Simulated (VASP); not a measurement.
Crystal: CoGe3Pd.

```xyz
5
Lattice="4.6562 0.0000 0.0000 0.0000 4.6562 0.0000 0.0000 0.0000 4.2276" Properties=species:S:1:pos:R:3 pbc="T T T"
Co    0.0000    0.0000    2.1138
Ge    0.0000    2.3281    0.0000
Ge    2.3281    0.0000    0.0000
Ge    2.3281    2.3281    2.1138
Pd    0.0000    0.0000    0.0000
```

The cell was generated, and may not be a known phase.

| Quantity | Value |
| --- | --- |
| Program | VASP 6.6.1 |
| Task | relaxation of cell and atoms |
| Functional | PBE |
| Potentials or basis | VASP PAW PBE potentials, release 64 (Co, Ge_d, Pd) |
| Cutoff | 600 eV |
| k mesh | 4 × 4 × 4 |
| Occupations | gaussian, width 0.1 eV |
| Spin | collinear spin, ferromagnetic start |
| Starting moments | [3.0, 0.0, 0.0, 0.0, 0.0] μB |

At the start: pressure 16.6 GPa; volume 18.33 Å³/atom.

Problem. How do energy, volume and symmetry change on relaxing?

Solution. Over 8 steps the energy falls by 239.4 meV/atom and the volume is 21.32 Å³/atom (+16.3 %); space group P4/mmm (No. 123, to 0.1 Å) before and after; moment 2.01 μB per cell.

The path:
```csv
step,energy change (eV),largest force (eV/Å),pressure (GPa),volume (Å³)
1,0.0000,0.0000,16.58,91.66
2,-0.9570,0.0000,-5.86,118.44
3,-1.1571,0.0000,-1.20,108.34
4,-1.1574,0.0000,-1.52,108.91
5,-1.1967,0.0000,0.04,106.45
6,-1.1969,0.0000,0.21,106.32
7,-1.1968,0.0000,0.12,106.37
8,-1.1971,0.0000,-0.10,106.62
```

Final structure:
```xyz
5
Lattice="4.7001 0.0000 0.0000 0.0000 4.7001 0.0000 0.0000 0.0000 4.8264" Properties=species:S:1:pos:R:3 pbc="T T T"
Co    0.0000    0.0000    2.4132
Ge    4.7001    2.3501    0.0000
Ge    2.3501    0.0000    4.8264
Ge    2.3501    2.3501    2.4132
Pd    0.0000    0.0000    4.8264
```

Caveat: the k points lie up to 0.33 Å⁻¹ apart in the final cell; the volume moved by over 15 % at a fixed basis, so the end points are rough.
